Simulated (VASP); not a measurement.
# Pt (P6/mmm) in VASP: single point with BLYP

Aim: the single point of Pt with BLYP.

All numbers are computed with VASP 6.6.1; they aren't measurements. Logs are shortened: lines on timing, memory, paths and dates and some standing lists are left out, and cuts for length are marked.

## (1) The cell of the first run

Symmetry: P6/mmm, No. 191, hexagonal system. The conventional cell has a = 4.569 Å, b = 4.569 Å, c = 2.717 Å, α = 90.00°, β = 90.00°, γ = 120.00°. Within 3.6 Å of Pt (site symmetry 6/mmm) lie 14 Pt at 2.72 to 2.97 Å. Within 3.5 Å of Pt (site symmetry -6m2) lie 11 Pt at 2.64 to 2.97 Å.

This isn't the form of Pt at room conditions, which is fcc.

## (2) Single point, BLYP (16.37 Å³/atom)

INCAR

```
PREC = Accurate
ENCUT = 570
EDIFF = 1E-6
ISMEAR = -1
SIGMA = 0.1
LREAL = F
LASPH = T
NELM = 120
ALGO = Normal
ISIF = 2
LWAVE = F
LCHARG = F
GGA = B5
ALDAX = 1.0
AGGAX = 1.0
AGGAC = 1.0
ALDAC = 0.0
NBANDS = 34
GGA_COMPAT = F
```

KPOINTS

```
Automatic mesh
0
Gamma
  9 9 13
```

POSCAR

```
Pt
1.0
    4.5687232392      0.0000000000      0.0000000000
   -2.2843616196      3.9566303880      0.0000000000
    0.0000000000      0.0000000000      2.7170187606
Pt
3
Direct
    1.0000000000      1.0000000000      0.0000000000
    0.3333333333      0.6666666667      0.5000000000
    0.6666666667      0.3333333333      0.5000000000
```

Potentials or basis: VASP PAW PBE potentials, release 64 (Pt_sv_GW).

On the command line:

```
> cat potpaw_PBE.64/Pt_sv_GW/POTCAR > POTCAR
> mpirun -np 1 vasp_std > vasp.out
```

OUTCAR:

```text
PREC = Accurate
   ENCUT = 570
   EDIFF = 1E-6
   ISMEAR = -1
   LREAL = F
   LASPH = T
   NELM = 120
   ISIF = 2
   GGA = B5

 ion  position               nearest neighbor table
   1  0.000  0.000  0.000-   2 2.97   3 2.97   2 2.97   3 2.97   2 2.97   2 2.97   3 2.97   3 2.97
                             3 2.97   3 2.97   2 2.97   2 2.97
   2  0.333  0.667  0.500-   3 2.64   3 2.64   3 2.64   1 2.97   1 2.97   1 2.97   1 2.97   1 2.97
                             1 2.97
   3  0.667  0.333  0.500-   2 2.64   2 2.64   2 2.64   1 2.97   1 2.97   1 2.97   1 2.97   1 2.97
                             1 2.97

  LATTYP: Found a hexagonal cell.
 ALAT       =     4.5687232392
 C/A-ratio  =     0.5946997921

  Lattice vectors:

 A1 = (   4.5687232392,   0.0000000000,   0.0000000000)
 A2 = (  -2.2843616196,   3.9566303880,   0.0000000000)
 A3 = (   0.0000000000,   0.0000000000,   2.7170187606)

Analysis of symmetry for initial positions (statically):
=====================================================================
 Subroutine PRICEL returns:
 Original cell was already a primitive cell.

 Routine SETGRP: Setting up the symmetry group for a
 hexagonal supercell.

 Subroutine GETGRP returns: Found 24 space group operations
 (whereof 24 operations were pure point group operations)
 out of a pool of 24 trial point group operations.

The static configuration has the point symmetry D_6h.

Analysis of symmetry for dynamics (positions and initial velocities):
=====================================================================
 Subroutine PRICEL returns:
 Original cell was already a primitive cell.

 Routine SETGRP: Setting up the symmetry group for a
 hexagonal supercell.

 Subroutine GETGRP returns: Found 24 space group operations
 (whereof 24 operations were pure point group operations)
 out of a pool of 24 trial point group operations.

The dynamic configuration has the point symmetry D_6h.

 Subroutine INISYM returns: Found 24 space group operations
 (whereof 24 operations are pure point group operations),
 and found     1 'primitive' translations

----------------------------------------------------------------------------------------

                                     Primitive cell

  volume of cell :      49.1149

[... 84 lines left out ...]
   ISPIN  =      1    spin polarized calculation?
   LNONCOLLINEAR =      F non collinear calculations
   LSORBIT =      F    spin-orbit coupling
   LASPH  =      T    aspherical Exc in radial PAW
   ENCUT  =  570.0 eV  41.89 Ry    6.47 a.u.   8.89  8.89  5.29*2*pi/ulx,y,z
   NELM   =    120;   NELMIN=  2; NELMDL= -5     # of ELM steps
   EDIFF  = 0.1E-05   stopping-criterion for ELM
   LREAL  =      F    real-space projection
   EDIFFG = 0.1E-04   stopping-criterion for IOM
   NSW    =      0    number of steps for IOM
   IBRION =     -1    ionic relax: 0-MD 1-quasi-New 2-CG
   NFREE  =      0    steps in history (QN), initial steepest desc. (CG)
   ISIF   =      2    stress and relaxation
   ISYM   =      2    0-nonsym 1-usesym 2-fastsym
   POTIM  = 0.5000    time-step for ionic-motion
   TEBEG  =    0.0;   TEEND  =   0.0 temperature during run
   PSTRESS=    0.0 pullay stress
   NELECT =      54.0000    total number of electrons
   NUPDOWN=      -1.0000    fix difference up-down
   EMIN   =  10.00;   EMAX   =-10.00  energy-range for DOS
   EFERMI =   0.00;   METHOD = LEGACY
   ISMEAR =    -1;   SIGMA  =   0.10  broadening in eV -4-tet -1-fermi 0-gaus
   EFERMI_NEDOS =   21; number of points for ismear=-14 and -15
   IALGO  =     38    algorithm
   IMIX   =      4    mixing-type and parameters
     AMIX     =   0.40;   BMIX     =  1.00
     AMIX_MAG =   1.60;   BMIX_MAG =  1.00
  volume/ion in A,a.u.               =      16.37       110.48
  Fermi-wavevector in a.u.,A,eV,Ry     =   1.689669  3.193012 38.844402  2.854983
  Thomas-Fermi vector in A             =   2.771755
   LORBIT       =      0    0 simple, 1 ext, 2 COOP (PROOUT), +10 PAW based schemes
   GGA     = B5    functional components
   LHFCALC =     F    Hartree Fock is set to
   AEXX    =    0.0000 exact exchange contribution
   IVDW    =     0    specifies the selected vdW correction
   LEPSILON=     F    determine dielectric tensor
   LRPA    =     F    only Hartree local field effects (RPA)
 non-spin polarized calculation
  energy-cutoff  :      570.00
  volume of cell :       49.11
 maximum number of plane-waves:      1530
 NGX is ok and might be reduce to    36
   NGX = 17   NGY = 17   NGZ = 11

 number of electron      54.0000003 magnetization

 Free energy of the ion-electron system (eV)
  ---------------------------------------------------
  ext. energy  EPLUGINS =         0.00000000
  ---------------------------------------------------
  free energy    TOTEN  =       -14.85923002 eV

  energy without entropy =      -14.68199966  energy(sigma->0) =      -14.77061484

 E-fermi :   9.7993     XC(G=0): -12.8696

 val. band max:        9.7928122329   @ k =   0.3333   0.1111   0.4615
 cond. band min:       9.8012463443   @ k =   0.0000   0.0000   0.1538
 fundamental gap:      0.0084341114
 Fermi energy:         9.7993486030

 k-point     1 :       0.0000    0.0000    0.0000
  band No.  band energies     occupation
      1     -87.9864      2.00000
      2     -87.9507      2.00000
      3     -87.6874      2.00000
      4     -42.5997      2.00000
      5     -42.5997      2.00000
      6     -42.3399      2.00000
[... 877 lines left out ...]
     33      20.5372      0.00000
     34      25.2832      0.00000

 [... further k-points ...]

------------------------ aborting loop because EDIFF is reached ----------------------------------------

  FORCE on cell =-STRESS in cart. coord.  units (eV):
  Direction    XX          YY          ZZ          XY          YZ          ZX
  --------------------------------------------------------------------------------------
  -------------------------------------------------------------------------------------
  Total        2.4944590      2.4944590      2.6915749      0.0000000     -0.0000000      0.0000000
  in kB       81.3718114     81.3718114     87.8019330      0.0000000     -0.0000000      0.0000000
  external PRESSURE =      83.5151853 kB  Pullay stress =       0.0000000 kB

 VOLUME and BASIS-vectors are now :
 -----------------------------------------------------------------------------
  energy-cutoff  :      570.00
  volume of cell :       49.11
      direct lattice vectors                 reciprocal lattice vectors
     4.568723239  0.000000000  0.000000000     0.218879531  0.126370156  0.000000000
    -2.284361620  3.956630388  0.000000000     0.000000000  0.252740312  0.000000000
     0.000000000  0.000000000  2.717018761     0.000000000  0.000000000  0.368050458

 POSITION                                       TOTAL-FORCE (eV/Angst)
 -----------------------------------------------------------------------------------
      0.00000      0.00000      0.00000        -0.000000      0.000000      0.000000
     -0.00000      2.63775      1.35851         0.000000      0.000000     -0.000000
      2.28436      1.31888      1.35851        -0.000000      0.000000      0.000000
 -----------------------------------------------------------------------------------
    total drift:                                0.000000      0.000000     -0.000000

  FREE ENERGIE OF THE ION-ELECTRON SYSTEM (eV)
  ---------------------------------------------------
  free  energy   TOTEN  =       -14.8592300229 eV

  energy  without entropy=      -14.6819996595  energy(sigma->0) =      -14.77061484
```

stdout:

```text
POSCAR found type information on POSCAR Pt
 POSCAR found :  1 types and       3 ions
 scaLAPACK will be used
 -----------------------------------------------------------------------------
|                                                                             |
|                                                                             |
|     You enforced a specific xc type in the INCAR file but a different       |
|     I HOPE YOU KNOW WHAT YOU ARE DOING!                                     |
|                                                                             |
 -----------------------------------------------------------------------------

 LDA part: xc-table for (Slater(with rela. corr.)+VWN5), standard interpolation
 POSCAR, INCAR and KPOINTS ok, starting setup
 FFT: planning ... GRIDC
 FFT: planning ... GRID_SOFT
 FFT: planning ... GRID
 WAVECAR not read
 entering main loop
```

Run time: 2.4 min. Hardware: 1 thread of Intel Xeon Platinum 8259CL at 2.50GHz (Skylake/Cascade Lake), shared host; peak memory 0.26 GiB.

What came out:

| Property | Result |
| --- | --- |
| Free energy | -14.8592 eV |
| Pressure | 8.4 GPa |
| Band gap on the k mesh | zero (bands 27 and 28 overlap by 1.20 eV) |

Caveat: the cell stands under pressure; the PAW data sets were made with another functional, which shifts forces and pressure a little; spin-orbit coupling is left out, which moves the levels of the heavy elements.
